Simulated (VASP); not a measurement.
# NaH3 (Cc) in VASP: a series of runs

Aim: see how the results for NaH3 move with the level of theory and the settings. Levels: PBE, LDA. Tasks: single point.

All numbers are computed with VASP 6.6.1; they aren't measurements. Logs are shortened: lines on timing, memory, paths and dates and some standing lists are left out, and cuts for length are marked.

## (1) The cell of the first run

It takes space group Cc (No. 9, monoclinic). The conventional cell has a = 12.577 Å, b = 4.588 Å, c = 4.561 Å, α = 90.00°, β = 109.81°, γ = 90.00°. Na (site symmetry 1) has 8 H at 2.28 to 3.00 Å within 3.1 Å. H (site symmetry 1) has 1 H at 0.75 Å within 1.0 Å. H (site symmetry 1) has 4 Na at 2.28 to 2.30 Å within 3.0 Å. Within 1.0 Å of H (site symmetry 1) lie 1 H at 0.75 Å.

## (2) Single point, PBE

INCAR

```
SYSTEM = NaH3
  PREC = Accurate
  ENCUT = 520
  EDIFF = 1E-6
  ISMEAR = 0
  SIGMA = 0.02
  LREAL = .False.
  LASPH = .True.
  NELM = 80
  ALGO = Normal
  ISIF = 2
  LWAVE = .False.
  LCHARG = .False.
  GGA = PE
  NBANDS = 20
```

KPOINTS

```
regular mesh
0
Gamma
  6 6 6
  0 0 0
```

POSCAR

```
NaH3
1.0
    6.0879264990     -2.2938453004      1.5764465589
    6.0879264990      2.2938453004      1.5764465589
   -2.5723296043      0.0000000000      3.7668282981
Na H
2 6
Direct
    0.4369250416     -0.0628367964     -0.0543204353
   -0.0628367964      0.4369250416      0.4456795647
    0.7198664582      0.1521497247      0.2691849888
   -0.0623190987      0.4369664885     -0.0534815374
    1.2228270389      0.6564211433      0.6222357140
    0.1521497247      0.7198664582      0.7691849888
    0.6564211433      1.2228270389      1.1222357140
    0.4369664885     -0.0623190987      0.4465184626
```

Potentials or basis: VASP PAW PBE potentials, release 64 (Na_pv, H).

Run with:

```console
$ cat potpaw_PBE.64/Na_pv/POTCAR potpaw_PBE.64/H/POTCAR > POTCAR
$ mpirun -np 1 vasp_std > vasp.out
```

OUTCAR:

```text
SYSTEM = NaH3
   PREC = Accurate
   ENCUT = 520
   EDIFF = 1E-6
   ISMEAR = 0
   LREAL = .False.
   LASPH = .True.
   NELM = 80
   ISIF = 2
   GGA = PE

 ion  position               nearest neighbor table
   1  0.437  0.937  0.946-
   2  0.937  0.437  0.446-
   3  0.720  0.152  0.269-   7 0.75
   4  0.938  0.437  0.947-
   5  0.223  0.656  0.622-   6 0.75
   6  0.152  0.720  0.769-   5 0.75
   7  0.656  0.223  0.122-   3 0.75
   8  0.437  0.938  0.447-

  LATTYP: Found a base centered monoclinic cell.
 ALAT       =    12.5774453384
 B/A-ratio  =     0.3647553599
 C/A-ratio  =     0.3626607490
 COS(beta)  =    -0.3389205870

  Lattice vectors:

 A1 = (   6.0879264990,  -2.2938453004,   1.5764465589)
 A2 = (   6.0879264990,   2.2938453004,   1.5764465589)
 A3 = (  -2.5723296043,   0.0000000000,   3.7668282981)

Analysis of symmetry for initial positions (statically):
=====================================================================
 Subroutine PRICEL returns:
 Original cell was already a primitive cell.

 Routine SETGRP: Setting up the symmetry group for a
 base centered monoclinic supercell.

 Subroutine GETGRP returns: Found  2 space group operations
 (whereof  1 operations were pure point group operations)
 out of a pool of  4 trial point group operations.

The static configuration has the point symmetry C_1 .
 The point group associated with its full space group is C_1h.

Analysis of symmetry for dynamics (positions and initial velocities):
=====================================================================
 Subroutine PRICEL returns:
 Original cell was already a primitive cell.

 Routine SETGRP: Setting up the symmetry group for a
 base centered monoclinic supercell.

 Subroutine GETGRP returns: Found  2 space group operations
 (whereof  1 operations were pure point group operations)
 out of a pool of  4 trial point group operations.

The dynamic configuration has the point symmetry C_1 .
 The point group associated with its full space group is C_1h.

 Subroutine INISYM returns: Found  2 space group operations
 (whereof  1 operations are pure point group operations),
 and found     1 'primitive' translations

----------------------------------------------------------------------------------------

                                     Primitive cell

  volume of cell :     123.8094

  direct lattice vectors                    reciprocal lattice vectors
     6.087926499 -2.293845300  1.576446559     0.069788870 -0.217974595  0.047658126
     6.087926499  2.293845300  1.576446559     0.069788870  0.217974595  0.047658126
    -2.572329604  0.000000000  3.766828298    -0.058414356  0.000000000  0.225584751

  length of vectors
     6.694009193  6.694009193  4.561345747     0.233783463  0.233783463  0.233025142

  position of ions in fractional coordinates (direct lattice)
     0.436925042  0.937163204  0.945679565
     0.937163204  0.436925042  0.445679565
     0.719866458  0.152149725  0.269184989
     0.937680901  0.436966488  0.946518463
     0.222827039  0.656421143  0.622235714
     0.152149725  0.719866458  0.769184989
     0.656421143  0.222827039  0.122235714
     0.436966488  0.937680901  0.446518463

  ion indices of the primitive-cell ions
   primitive index   ion index
                 1           1
                 2           2
                 3           3
                 4           4
                 5           5
                 6           6
                 7           7
                 8           8

----------------------------------------------------------------------------------------

 KPOINTS: regular mesh

Automatic generation of k-mesh.
 Grid dimensions read from file:
 generate k-points for:    6    6    6

 Generating k-lattice:

  Cartesian coordinates                     Fractional coordinates (reciprocal lattice)
     0.011631478 -0.036329099  0.007943021     0.166666667  0.000000000  0.000000000
     0.011631478  0.036329099  0.007943021     0.000000000  0.166666667  0.000000000
    -0.009735726  0.000000000  0.037597458    -0.000000000 -0.000000000  0.166666667

  Length of vectors
     0.038963910  0.038963910  0.038837524

  Shift w.r.t. Gamma in fractional coordinates (k-lattice)
     0.000000000  0.000000000  0.000000000

 Subroutine IBZKPT returns following result:
 ===========================================

 Found     68 irreducible k-points:

 Following reciprocal coordinates:
            Coordinates               Weight
  0.000000  0.000000  0.000000      1.000000
  0.166667  0.000000  0.000000      4.000000
  0.333333  0.000000  0.000000      4.000000
  0.500000 -0.000000  0.000000      2.000000
  0.166667  0.166667  0.000000      2.000000
  0.333333  0.166667  0.000000      4.000000
[... 16 lines left out ...]
 -0.333333  0.166667  0.166667      4.000000
 -0.166667  0.166667  0.166667      4.000000
 [... further k-points ...]
   k-points           NKPTS =     68   k-points in BZ     NKDIM =     68   number of bands    NBANDS=     20
   number of dos      NEDOS =    301   number of ions     NIONS =      8
   total plane-waves  NPLWV =  90000
   dimension x,y,z NGX =    50 NGY =   50 NGZ =   36
   dimension x,y,z NGXF=   100 NGYF=  100 NGZF=   72
   ions per type =               2   6
   NGX,Y,Z   is equivalent  to a cutoff of  12.42, 12.42, 13.12 a.u.
   NGXF,Y,Z  is equivalent  to a cutoff of  24.84, 24.84, 26.24 a.u.
 SYSTEM =  NaH3
   PREC   = accura    normal or accurate (medium, high low for compatibility)
   ISTART =      0    job   : 0-new  1-cont  2-samecut
   ICHARG =      2    charge: 1-file 2-atom 10-const
   ISPIN  =      1    spin polarized calculation?
   LNONCOLLINEAR =      F non collinear calculations
   LSORBIT =      F    spin-orbit coupling
   LASPH  =      T    aspherical Exc in radial PAW
   ENCUT  =  520.0 eV  38.22 Ry    6.18 a.u.  12.45 12.45  8.48*2*pi/ulx,y,z
   NELM   =     80;   NELMIN=  2; NELMDL= -5     # of ELM steps
   EDIFF  = 0.1E-05   stopping-criterion for ELM
   LREAL  =      F    real-space projection
   EDIFFG = 0.1E-04   stopping-criterion for IOM
   NSW    =      0    number of steps for IOM
   IBRION =     -1    ionic relax: 0-MD 1-quasi-New 2-CG
   NFREE  =      0    steps in history (QN), initial steepest desc. (CG)
   ISIF   =      2    stress and relaxation
   ISYM   =      2    0-nonsym 1-usesym 2-fastsym
   POTIM  = 0.5000    time-step for ionic-motion
   TEBEG  =    0.0;   TEEND  =   0.0 temperature during run
   PSTRESS=    0.0 pullay stress
   NELECT =      20.0000    total number of electrons
   NUPDOWN=      -1.0000    fix difference up-down
   EMIN   =  10.00;   EMAX   =-10.00  energy-range for DOS
   EFERMI =   0.00;   METHOD = LEGACY
   ISMEAR =     0;   SIGMA  =   0.02  broadening in eV -4-tet -1-fermi 0-gaus
   EFERMI_NEDOS =   21; number of points for ismear=-14 and -15
   IALGO  =     38    algorithm
   IMIX   =      4    mixing-type and parameters
     AMIX     =   0.40;   BMIX     =  1.00
     AMIX_MAG =   1.60;   BMIX_MAG =  1.00
  volume/ion in A,a.u.               =      15.48       104.44
  Fermi-wavevector in a.u.,A,eV,Ry     =   0.891594  1.684867 10.815802  0.794939
  Thomas-Fermi vector in A             =   2.013434
   LORBIT       =      0    0 simple, 1 ext, 2 COOP (PROOUT), +10 PAW based schemes
   GGA     = PE    functional components
   LHFCALC =     F    Hartree Fock is set to
   AEXX    =    0.0000 exact exchange contribution
   IVDW    =     0    specifies the selected vdW correction
   LEPSILON=     F    determine dielectric tensor
   LRPA    =     F    only Hartree local field effects (RPA)
 non-spin polarized calculation
 Gauss-broadening in eV      SIGMA  =   0.02
  energy-cutoff  :      520.00
  volume of cell :      123.81
 maximum number of plane-waves:      3360
 NGX is ok and might be reduce to    50
   NGX = 25   NGY = 25   NGZ = 17

 number of electron      20.0000005 magnetization

 Free energy of the ion-electron system (eV)
  ---------------------------------------------------
  ext. energy  EPLUGINS =         0.00000000
  ---------------------------------------------------
  free energy    TOTEN  =       -23.27587451 eV

  energy without entropy =      -23.27587451  energy(sigma->0) =      -23.27587451

 E-fermi :  -1.6420     XC(G=0):  -6.0603

 val. band max:       -1.8149973726   @ k =   0.0000   0.0000   0.0000
 cond. band min:       1.1880676722   @ k =   0.5000  -0.0000   0.5000
 fundamental gap:      3.0030650448
 Fermi energy:        -1.6419944069

 k-point     1 :       0.0000    0.0000    0.0000
  band No.  band energies     occupation
      1     -24.7420      2.00000
      2     -24.7256      2.00000
      3     -24.6512      2.00000
      4     -24.6487      2.00000
      5     -24.5831      2.00000
      6     -24.5816      2.00000
[... 12 lines left out ...]
     19       7.9041      0.00000
     20       8.8003      0.00000

 k-point     2 :       0.1667    0.0000    0.0000
  band No.  band energies     occupation
      1     -24.7409      2.00000
      2     -24.7267      2.00000
      3     -24.6476      2.00000
      4     -24.6442      2.00000
      5     -24.5887      2.00000
      6     -24.5861      2.00000
[... 12 lines left out ...]
     19       7.6643      0.00000
     20       7.6992      0.00000

 k-point     3 :       0.3333    0.0000    0.0000
  band No.  band energies     occupation
      1     -24.7378      2.00000
      2     -24.7296      2.00000
      3     -24.6372      2.00000
      4     -24.6319      2.00000
      5     -24.6032      2.00000
      6     -24.5983      2.00000
[... 12 lines left out ...]
     19       7.2608      0.00000
     20       8.1167      0.00000

 k-point     4 :       0.5000   -0.0000    0.0000
  band No.  band energies     occupation
      1     -24.7337      2.00000
      2     -24.7336      2.00000
      3     -24.6213      2.00000
      4     -24.6211      2.00000
      5     -24.6152      2.00000
      6     -24.6150      2.00000
[... 12 lines left out ...]
     19       6.7893      0.00000
     20       6.8218      0.00000

 k-point     5 :       0.1667    0.1667    0.0000
  band No.  band energies     occupation
      1     -24.7420      2.00000
      2     -24.7256      2.00000
      3     -24.6512      2.00000
      4     -24.6487      2.00000
      5     -24.5831      2.00000
      6     -24.5816      2.00000
[... 12 lines left out ...]
     19       7.9367      0.00000
     20       8.7812      0.00000
[... 353 lines left out ...]
      6     -24.5804      2.00000
[... 12 lines left out ...]
     19       7.4625      0.00000
     20       8.2065      0.00000

 k-point    22 :       0.5000    0.1667    0.1667
  band No.  band energies     occupation
      1     -24.7373      2.00000
      2     -24.7300      2.00000
      3     -24.6524      2.00000
      4     -24.6232      2.00000
      5     -24.6131      2.00000
      6     -24.5838      2.00000
[... 12 lines left out ...]
     19       7.1046      0.00000
     20       7.2586      0.00000

 k-point    23 :      -0.3333    0.1667    0.1667
  band No.  band energies     occupation
      1     -24.7337      2.00000
      2     -24.7335      2.00000
      3     -24.6413      2.00000
      4     -24.6413      2.00000
      5     -24.5959      2.00000
      6     -24.5959      2.00000
[... 12 lines left out ...]
     19       7.7238      0.00000
     20       8.0101      0.00000

 k-point    24 :      -0.1667    0.1667    0.1667
  band No.  band energies     occupation
      1     -24.7372      2.00000
      2     -24.7302      2.00000
      3     -24.6524      2.00000
      4     -24.6232      2.00000
      5     -24.6131      2.00000
      6     -24.5838      2.00000
[... 12 lines left out ...]
     19       8.2234      0.00000
     20       8.8413      0.00000

 [... further k-points ...]

------------------------ aborting loop because EDIFF is reached ----------------------------------------

  FORCE on cell =-STRESS in cart. coord.  units (eV):
  Direction    XX          YY          ZZ          XY          YZ          ZX
  --------------------------------------------------------------------------------------
  -------------------------------------------------------------------------------------
  Total       -0.0831393     -0.0649804     -0.0796448      0.0000000      0.0000000      0.0112098
  in kB       -1.0758787     -0.8408901     -1.0306572      0.0000000      0.0000000      0.1450629
  external PRESSURE =      -0.9824753 kB  Pullay stress =       0.0000000 kB

 VOLUME and BASIS-vectors are now :
 -----------------------------------------------------------------------------
  energy-cutoff  :      520.00
  volume of cell :      123.81
      direct lattice vectors                 reciprocal lattice vectors
     6.087926499 -2.293845300  1.576446559     0.069788870 -0.217974595  0.047658126
     6.087926499  2.293845300  1.576446559     0.069788870  0.217974595  0.047658126
    -2.572329604  0.000000000  3.766828298    -0.058414356  0.000000000  0.225584751

 POSITION                                       TOTAL-FORCE (eV/Angst)
 -----------------------------------------------------------------------------------
      5.93275      1.14747      5.72839         0.000738     -0.001294      0.005667
      7.21891     -1.14747      3.84498         0.000738      0.001294      0.005667
      4.61634     -1.30225      2.38866         0.004487      0.001869     -0.008338
      5.93399     -1.14856      5.73243         0.000263      0.006949     -0.005304
      3.75220      0.99460      3.72994        -0.005488      0.001742      0.007975
      3.33017      1.30225      4.27207         0.004487     -0.001869     -0.008338
      5.03837     -0.99460      1.84653        -0.005488     -0.001742      0.007975
      7.22016      1.14856      3.84902         0.000263     -0.006949     -0.005304
 -----------------------------------------------------------------------------------
    total drift:                                0.000795     -0.000000      0.000326

  FREE ENERGIE OF THE ION-ELECTRON SYSTEM (eV)
  ---------------------------------------------------
  free  energy   TOTEN  =       -23.2758745147 eV

  energy  without entropy=      -23.2758745147  energy(sigma->0) =      -23.27587451
```

Run time: 4 min. Hardware: 1 thread of Intel Xeon Platinum 8259CL at 2.50GHz (Skylake/Cascade Lake), shared host; peak memory 0.35 GiB.

Results:

* Free energy: -23.2759 eV
* Pressure: -0.1 GPa
* Largest force: 0.010 eV/Å
* Band gap on the k mesh: 3.00 eV (least direct gap 3.13 eV)

Forces on the atoms (eV/Å):
```
Na   0.001 -0.001  0.006
Na   0.001  0.001  0.006
H    0.004  0.002 -0.008
H    0.000  0.007 -0.005
H   -0.005  0.002  0.008
H    0.004 -0.002 -0.008
H   -0.005 -0.002  0.008
H    0.000 -0.007 -0.005
```

## (3) Single point, LDA

INCAR

```
SYSTEM = NaH3
ALGO = Normal
EDIFF = 1E-7
ENCUT = 520
GGA = CA
ISIF = 2
ISMEAR = 0
LASPH = .True.
LCHARG = .False.
LREAL = .False.
LWAVE = .False.
NBANDS = 20
NELM = 60
PREC = Accurate
SIGMA = 0.02
```

KPOINTS

```
k-points
0
Gamma
  6 6 6
  0 0 0
```

POSCAR is that of step 2.

Potentials or basis: VASP PAW LDA potentials, release 64 (Na_pv, H).

Run with:

```console
$ cat potpaw_LDA.64/Na_pv/POTCAR potpaw_LDA.64/H/POTCAR > POTCAR
$ mpirun -np 1 vasp_std > vasp.out
```

It took 3.8 min on 1 thread of Intel Xeon Platinum 8259CL at 2.50GHz (Skylake/Cascade Lake), shared host; peak memory 0.3 GiB.

It converged, with:

| Property | Result |
| --- | --- |
| Free energy | -23.7441 eV |
| Pressure | -0.9 GPa |
| Largest force | 0.674 eV/Å |
| Band gap on the k mesh | 2.67 eV (least direct gap 2.72 eV) |

Forces in eV/Å, atoms in the order of the input:
```
Na   0.000 -0.001  0.005
Na   0.000  0.001  0.005
H   -0.379 -0.278  0.484
H    0.000  0.007 -0.005
H    0.379 -0.278 -0.484
H   -0.379  0.278  0.484
H    0.379  0.278 -0.484
H    0.000 -0.007 -0.005
```

Stress tensor (GPa, compression positive):
```
-0.79  0.00 -0.37
 0.00 -1.20  0.00
-0.37  0.00 -0.64
```

Levels at points of the mesh, in eV from the valence-band top:
```csv
k point,band 6,band 7,band 8,band 9,band 10,band 11,band 12,band 13,band 14,band 15
"(0.00, 0.00, 0.00)",-22.87,-7.30,-5.97,-2.63,0.00,2.72,4.56,5.63,5.99,6.04
"(0.50, 0.00, 0.00)",-22.90,-6.63,-6.63,-1.51,-1.50,4.20,4.26,5.26,5.33,6.06
"(0.50, 0.50, 0.00)",-22.87,-7.24,-5.98,-2.91,-0.02,4.10,4.16,4.85,5.31,7.47
"(0.00, 0.00, 0.50)",-22.90,-6.62,-6.62,-1.49,-1.49,3.83,3.83,5.15,5.15,6.79
"(0.50, 0.00, 0.50)",-22.86,-6.55,-6.53,-1.18,-1.06,2.67,3.22,3.56,3.93,5.90
"(0.50, 0.50, 0.50)",-22.90,-6.62,-6.62,-1.51,-1.51,3.86,3.86,5.16,5.16,6.75
```

## (4) Single point, PBE

INCAR

```
  PREC = Accurate
  ENCUT = 520
  EDIFF = 1E-6
  ISMEAR = 0
  SIGMA = 0.1
  LREAL = False
  LASPH = True
  NELM = 100
  ALGO = Normal
  ISIF = 2
  LWAVE = False
  LCHARG = False
  GGA = PE
  NBANDS = 20
```

KPOINTS

```
Automatic mesh
0
Gamma
  8 8 8
```

POSCAR is that of step 3.

Potentials or basis: VASP PAW PBE potentials, release 64 (Na_pv, H).

Run with:

```console
$ cat potpaw_PBE.64/Na_pv/POTCAR potpaw_PBE.64/H/POTCAR > POTCAR
$ mpirun -np 1 vasp_std > vasp.out
```

Wall time 8 min (1 thread of Intel Xeon Platinum 8259CL at 2.50GHz (Skylake/Cascade Lake), shared host); peak memory 0.47 GiB.

The run converged. Its results:

- Free energy: -23.2759 eV
- Pressure: -0.1 GPa
- Largest force: 0.010 eV/Å
- Band gap on the k mesh: 3.00 eV (least direct gap 3.13 eV)

Forces on the atoms (eV/Å):
```
Na   0.001 -0.001  0.006
Na   0.001  0.001  0.006
H    0.004  0.002 -0.008
H    0.000  0.007 -0.005
H   -0.005  0.002  0.008
H    0.004 -0.002 -0.008
H   -0.005 -0.002  0.008
H    0.000 -0.007 -0.005
```

Levels at points of the mesh, in eV from the valence-band top:
```tsv
k point	band 7	band 8	band 9	band 10	band 11	band 12	band 13	band 14
(0.00, 0.00, 0.00)	-7.44	-6.23	-2.51	0.00	3.13	4.77	5.93	6.39
(0.50, 0.00, 0.00)	-6.83	-6.83	-1.40	-1.40	4.54	4.61	5.53	5.60
(0.50, 0.50, 0.00)	-7.39	-6.24	-2.74	-0.02	4.40	4.42	5.20	5.63
(0.00, 0.00, 0.50)	-6.82	-6.82	-1.39	-1.39	4.12	4.12	5.45	5.45
(0.50, 0.00, 0.50)	-6.76	-6.75	-1.09	-1.00	3.00	3.62	3.83	4.30
(0.50, 0.50, 0.50)	-6.82	-6.82	-1.40	-1.40	4.15	4.15	5.45	5.45
```

A k mesh can miss the band edges.

## (5) Overview

```csv
level,potentials or basis,k mesh,smearing,gap on the mesh (eV),pressure (GPa),largest force (eV/Å)
PBE,"VASP PAW PBE potentials, release 64 (Na_pv, H)",6 × 6 × 6,gaussian 0.02 eV,3.00,-0.1,0.01
LDA,"VASP PAW LDA potentials, release 64 (Na_pv, H)",6 × 6 × 6,gaussian 0.02 eV,2.67,-0.9,0.67
PBE,"VASP PAW PBE potentials, release 64 (Na_pv, H)",8 × 8 × 8,gaussian 0.1 eV,3.00,-0.1,0.01
```

Alike in all rows: task single point; no spin polarisation; cell as given; cutoff (eV) 520.

Total energies depend on the potentials used, so only differences within one code and one set of settings carry meaning.
